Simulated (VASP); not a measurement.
# C in VASP: a series of runs

Runs on C. Level: PBE. Tasks: single point, relaxation of cell and atoms.

All numbers are computed with VASP 6.6.1; they aren't measurements. Logs are shortened: lines on timing, memory, paths and dates and some standing lists are left out, and cuts for length are marked.

## 1. The cell of the first run

Symmetry: Pmna, No. 53, orthorhombic system. The conventional cell has a = 4.210 Å, b = 3.825 Å, c = 4.590 Å, α = 90.00°, β = 90.00°, γ = 90.00°. C (site symmetry 2) has 3 C at 1.41 to 1.45 Å within 1.9 Å. Within 1.9 Å of C (site symmetry 1) lie 4 C at 1.45 to 1.50 Å.

The cell was generated, and may not be a known phase.

## 2. Single point, PBE

Input file INCAR:

```
SYSTEM = C
PREC = Accurate
ENCUT = 520
EDIFF = 1E-6
ISMEAR = 0
SIGMA = 0.1
LREAL = .FALSE.
LASPH = .TRUE.
NELM = 60
ALGO = Normal
ISIF = 2
LWAVE = .FALSE.
LCHARG = .TRUE.
GGA = PE
LELF = .TRUE.
LVHAR = .TRUE.
NBANDS = 36
```

Input file KPOINTS:

```
Automatic mesh
0
G
  4 4 4
  0 0 0
```

Input file POSCAR:

```
C
1.0
    4.2095714900      0.0000000000      0.0000000000
    0.0000000000      3.8245575600      0.0000000000
    0.0000000000      0.0000000000      4.5901081200
C
12
Direct
    0.3325590500      0.0000000000      0.0000000000
    0.1674409500      0.0000000000      0.5000000000
    0.6674409500      0.0000000000      0.0000000000
    0.8325590500      0.0000000000      0.5000000000
    0.6785438200      0.6424874100      0.1059018100
    0.8214561800      0.3575125900      0.6059018100
    0.8214561800      0.6424874100      0.3940981900
    0.6785438200      0.3575125900      0.8940981900
    0.3214561800      0.3575125900      0.8940981900
    0.1785438200      0.6424874100      0.3940981900
    0.1785438200      0.3575125900      0.6059018100
    0.3214561800      0.6424874100      0.1059018100
```

Potentials or basis: VASP PAW PBE potentials, release 64 (C).

On the command line:

```bash
$ cat potpaw_PBE.64/C/POTCAR > POTCAR
$ mpirun -np 1 vasp_std > vasp.out
```

OUTCAR:

```text
SYSTEM = C
   PREC = Accurate
   ENCUT = 520
   EDIFF = 1E-6
   ISMEAR = 0
   LREAL = .FALSE.
   LASPH = .TRUE.
   NELM = 60
   ISIF = 2
   GGA = PE

 ion  position               nearest neighbor table
   1  0.333  0.000  0.000-   3 1.41   9 1.45  12 1.45   5 2.06   8 2.06
   2  0.167  0.000  0.500-   4 1.41  10 1.45  11 1.45   6 2.06   7 2.06
   3  0.667  0.000  0.000-   1 1.41   5 1.45   8 1.45   9 2.06  12 2.06
   4  0.833  0.000  0.500-   2 1.41   6 1.45   7 1.45  10 2.06  11 2.06
   5  0.679  0.642  0.106-   3 1.45   7 1.45   8 1.46  12 1.50   1 2.06
   6  0.821  0.358  0.606-   4 1.45   8 1.45   7 1.46  11 1.50   2 2.06
   7  0.821  0.642  0.394-   4 1.45   5 1.45   6 1.46  10 1.50   2 2.06
   8  0.679  0.358  0.894-   3 1.45   6 1.45   5 1.46   9 1.50   1 2.06
   9  0.321  0.358  0.894-   1 1.45  11 1.45  12 1.46   8 1.50   3 2.06
  10  0.179  0.642  0.394-   2 1.45  12 1.45  11 1.46   7 1.50   4 2.06
  11  0.179  0.358  0.606-   2 1.45   9 1.45  10 1.46   6 1.50   4 2.06
  12  0.321  0.642  0.106-   1 1.45  10 1.45   9 1.46   5 1.50   3 2.06

  LATTYP: Found a simple orthorhombic cell.
 ALAT       =     3.8245575600
 B/A-ratio  =     1.1006688810
 C/A-ratio  =     1.2001670907

  Lattice vectors:

 A1 = (   0.0000000000,  -3.8245575600,   0.0000000000)
 A2 = (   4.2095714900,   0.0000000000,   0.0000000000)
 A3 = (   0.0000000000,   0.0000000000,   4.5901081200)

Analysis of symmetry for initial positions (statically):
=====================================================================
 Subroutine PRICEL returns:
 Original cell was already a primitive cell.

 Routine SETGRP: Setting up the symmetry group for a
 simple orthorhombic supercell.

 Subroutine GETGRP returns: Found  8 space group operations
 (whereof  4 operations were pure point group operations)
 out of a pool of  8 trial point group operations.

The static configuration has the point symmetry C_2h.
 The point group associated with its full space group is D_2h.

Analysis of symmetry for dynamics (positions and initial velocities):
=====================================================================
 Subroutine PRICEL returns:
 Original cell was already a primitive cell.

 Routine SETGRP: Setting up the symmetry group for a
 simple orthorhombic supercell.

 Subroutine GETGRP returns: Found  8 space group operations
 (whereof  4 operations were pure point group operations)
 out of a pool of  8 trial point group operations.

The dynamic configuration has the point symmetry C_2h.
 The point group associated with its full space group is D_2h.

 Subroutine INISYM returns: Found  8 space group operations
 (whereof  4 operations are pure point group operations),
 and found     1 'primitive' translations

----------------------------------------------------------------------------------------

                                     Primitive cell

  volume of cell :      73.8996

  direct lattice vectors                    reciprocal lattice vectors
     4.209571490  0.000000000  0.000000000     0.237553870  0.000000000  0.000000000
     0.000000000  3.824557560  0.000000000     0.000000000  0.261468153  0.000000000
     0.000000000  0.000000000  4.590108120     0.000000000  0.000000000  0.217859792

  length of vectors
     4.209571490  3.824557560  4.590108120     0.237553870  0.261468153  0.217859792

  position of ions in fractional coordinates (direct lattice)
     0.332559050  0.000000000  0.000000000
     0.167440950  0.000000000  0.500000000
     0.667440950  0.000000000  0.000000000
     0.832559050  0.000000000  0.500000000
     0.678543820  0.642487410  0.105901810
     0.821456180  0.357512590  0.605901810
     0.821456180  0.642487410  0.394098190
     0.678543820  0.357512590  0.894098190
     0.321456180  0.357512590  0.894098190
     0.178543820  0.642487410  0.394098190
     0.178543820  0.357512590  0.605901810
     0.321456180  0.642487410  0.105901810

  ion indices of the primitive-cell ions
   primitive index   ion index
                 1           1
                 2           2
                 3           3
                 4           4
                 5           5
                 6           6
                 7           7
                 8           8
                 9           9
                10          10
                11          11
                12          12

----------------------------------------------------------------------------------------

 KPOINTS: Automatic mesh

Automatic generation of k-mesh.
 Grid dimensions read from file:
 generate k-points for:    4    4    4

 Generating k-lattice:

  Cartesian coordinates                     Fractional coordinates (reciprocal lattice)
     0.059388468  0.000000000  0.000000000     0.250000000  0.000000000  0.000000000
     0.000000000  0.065367038  0.000000000     0.000000000  0.250000000  0.000000000
     0.000000000  0.000000000  0.054464948     0.000000000  0.000000000  0.250000000

  Length of vectors
     0.059388468  0.065367038  0.054464948

  Shift w.r.t. Gamma in fractional coordinates (k-lattice)
     0.000000000  0.000000000  0.000000000

 Subroutine IBZKPT returns following result:
 ===========================================

 Found     27 irreducible k-points:

 Following reciprocal coordinates:
            Coordinates               Weight
  0.000000  0.000000  0.000000      1.000000
  0.250000  0.000000  0.000000      2.000000
  0.500000  0.000000  0.000000      1.000000
  0.000000  0.250000  0.000000      2.000000
  0.250000  0.250000  0.000000      4.000000
  0.500000  0.250000  0.000000      2.000000
[... 16 lines left out ...]
  0.250000  0.250000  0.500000      4.000000
  0.500000  0.250000  0.500000      2.000000
 [... further k-points ...]
   k-points           NKPTS =     27   k-points in BZ     NKDIM =     27   number of bands    NBANDS=     36
   number of dos      NEDOS =    301   number of ions     NIONS =     12
   total plane-waves  NPLWV =  32256
   dimension x,y,z NGX =    32 NGY =   28 NGZ =   36
   dimension x,y,z NGXF=    64 NGYF=   56 NGZF=   72
   ions per type =              12
   NGX,Y,Z   is equivalent  to a cutoff of  12.64, 12.17, 13.04 a.u.
   NGXF,Y,Z  is equivalent  to a cutoff of  25.28, 24.34, 26.08 a.u.
 SYSTEM =  C
   PREC   = accura    normal or accurate (medium, high low for compatibility)
   ISTART =      0    job   : 0-new  1-cont  2-samecut
   ICHARG =      2    charge: 1-file 2-atom 10-const
   ISPIN  =      1    spin polarized calculation?
   LNONCOLLINEAR =      F non collinear calculations
   LSORBIT =      F    spin-orbit coupling
   LASPH  =      T    aspherical Exc in radial PAW
   ENCUT  =  520.0 eV  38.22 Ry    6.18 a.u.   7.83  7.11  8.53*2*pi/ulx,y,z
   NELM   =     60;   NELMIN=  2; NELMDL= -5     # of ELM steps
   EDIFF  = 0.1E-05   stopping-criterion for ELM
   LREAL  =      F    real-space projection
   EDIFFG = 0.1E-04   stopping-criterion for IOM
   NSW    =      0    number of steps for IOM
   IBRION =     -1    ionic relax: 0-MD 1-quasi-New 2-CG
   NFREE  =      0    steps in history (QN), initial steepest desc. (CG)
   ISIF   =      2    stress and relaxation
   ISYM   =      2    0-nonsym 1-usesym 2-fastsym
   POTIM  = 0.5000    time-step for ionic-motion
   TEBEG  =    0.0;   TEEND  =   0.0 temperature during run
   PSTRESS=    0.0 pullay stress
   NELECT =      48.0000    total number of electrons
   NUPDOWN=      -1.0000    fix difference up-down
   EMIN   =  10.00;   EMAX   =-10.00  energy-range for DOS
   EFERMI =   0.00;   METHOD = LEGACY
   ISMEAR =     0;   SIGMA  =   0.10  broadening in eV -4-tet -1-fermi 0-gaus
   EFERMI_NEDOS =   21; number of points for ismear=-14 and -15
   IALGO  =     38    algorithm
   IMIX   =      4    mixing-type and parameters
     AMIX     =   0.40;   BMIX     =  1.00
     AMIX_MAG =   1.60;   BMIX_MAG =  1.00
  volume/ion in A,a.u.               =       6.16        41.56
  Fermi-wavevector in a.u.,A,eV,Ry     =   1.417777  2.679210 27.348954  2.010091
  Thomas-Fermi vector in A             =   2.538972
   LORBIT       =      0    0 simple, 1 ext, 2 COOP (PROOUT), +10 PAW based schemes
   GGA     = PE    functional components
   LHFCALC =     F    Hartree Fock is set to
   AEXX    =    0.0000 exact exchange contribution
   IVDW    =     0    specifies the selected vdW correction
   LEPSILON=     F    determine dielectric tensor
   LRPA    =     F    only Hartree local field effects (RPA)
 non-spin polarized calculation
 Gauss-broadening in eV      SIGMA  =   0.10
  energy-cutoff  :      520.00
  volume of cell :       73.90
 maximum number of plane-waves:      2016
 NGX is ok and might be reduce to    32
   NGX = 15   NGY = 15   NGZ = 17

 number of electron      48.0000016 magnetization

 Free energy of the ion-electron system (eV)
  ---------------------------------------------------
  ext. energy  EPLUGINS =         0.00000000
  ---------------------------------------------------
  free energy    TOTEN  =       -94.31429756 eV

  energy without entropy =      -94.31422601  energy(sigma->0) =      -94.31426179

 E-fermi :   8.7195     XC(G=0): -12.4696

 val. band max:        8.5229386042   @ k =   0.0000   0.2500   0.0000
 cond. band min:       8.8994913932   @ k =   0.0000   0.0000   0.0000
 fundamental gap:      0.3765527890
 Fermi energy:         8.7194620848

 k-point     1 :       0.0000    0.0000    0.0000
  band No.  band energies     occupation
      1     -13.8717      2.00000
      2     -11.3352      2.00000
      3      -8.7667      2.00000
      4      -6.9837      2.00000
      5      -5.9109      2.00000
      6      -4.8822      2.00000
[... 28 lines left out ...]
     35      19.8152      0.00000
     36      19.8519      0.00000
[... 866 lines left out ...]
      6      -6.6169      2.00000
[... 28 lines left out ...]
     35      18.0155      0.00000
     36      18.0155      0.00000

 [... further k-points ...]

------------------------ aborting loop because EDIFF is reached ----------------------------------------

  FORCE on cell =-STRESS in cart. coord.  units (eV):
  Direction    XX          YY          ZZ          XY          YZ          ZX
  --------------------------------------------------------------------------------------
  -------------------------------------------------------------------------------------
  Total       21.0995784     42.5738595     27.2521355      0.0000000      0.0000000      0.0000000
  in kB      457.4486533    923.0210356    590.8389465      0.0000000      0.0000000      0.0000000
  external PRESSURE =     657.1028784 kB  Pullay stress =       0.0000000 kB

 VOLUME and BASIS-vectors are now :
 -----------------------------------------------------------------------------
  energy-cutoff  :      520.00
  volume of cell :       73.90
      direct lattice vectors                 reciprocal lattice vectors
     4.209571490  0.000000000  0.000000000     0.237553870  0.000000000  0.000000000
     0.000000000  3.824557560  0.000000000     0.000000000  0.261468153  0.000000000
     0.000000000  0.000000000  4.590108120     0.000000000  0.000000000  0.217859792

 POSITION                                       TOTAL-FORCE (eV/Angst)
 -----------------------------------------------------------------------------------
      1.39993      0.00000      0.00000         4.062156      0.000000     -0.000000
      0.70485      0.00000      2.29505        -4.062156      0.000000     -0.000000
      2.80964      0.00000      0.00000        -4.062156      0.000000     -0.000000
      3.50472      0.00000      2.29505         4.062156      0.000000     -0.000000
      2.85638      2.45723      0.48610         1.396106     -0.297027      1.457791
      3.45798      1.36733      2.78115        -1.396106      0.297027      1.457791
      3.45798      2.45723      1.80895        -1.396106     -0.297027     -1.457791
      2.85638      1.36733      4.10401         1.396106      0.297027     -1.457791
      1.35319      1.36733      4.10401        -1.396106      0.297027     -1.457791
      0.75159      2.45723      1.80895         1.396106     -0.297027     -1.457791
      0.75159      1.36733      2.78115         1.396106      0.297027      1.457791
      1.35319      2.45723      0.48610        -1.396106     -0.297027      1.457791
 -----------------------------------------------------------------------------------
    total drift:                               -0.000000      0.000000     -0.000000

  FREE ENERGIE OF THE ION-ELECTRON SYSTEM (eV)
  ---------------------------------------------------
  free  energy   TOTEN  =       -94.3142975638 eV

  energy  without entropy=      -94.3142260101  energy(sigma->0) =      -94.31426179
```

Run time: 63 s. Hardware: 1 thread of AMD EPYC 7R13 (Zen 3), shared host; peak memory 0.16 GiB.

What came out:

| Quantity | Value |
| --- | --- |
| Free energy | -94.3143 eV |
| Pressure | 65.7 GPa |
| Largest force | 4.062 eV/Å |

Forces in eV/Å, atoms in the order of the input:
```
C    4.062  0.000  0.000
C   -4.062  0.000  0.000
C   -4.062  0.000  0.000
C    4.062  0.000  0.000
C    1.396 -0.297  1.458
C   -1.396  0.297  1.458
C   -1.396 -0.297 -1.458
C    1.396  0.297 -1.458
C   -1.396  0.297 -1.458
C    1.396 -0.297 -1.458
C    1.396  0.297  1.458
C   -1.396 -0.297  1.458
```

Stress tensor (GPa, compression positive):
```
45.74  0.00  0.00
 0.00 92.30  0.00
 0.00  0.00 59.08
```

Caveat: the stress differs along the axes, from 46 to 92 GPa; this functional lacks dispersion, which binds layers or chains, so the pressure and a relaxed spacing across them are unreliable; forces of over 1 eV/Å act on the atoms, so gaps and moduli don't describe the material at rest.

(Part 1 of 3 ends here.)
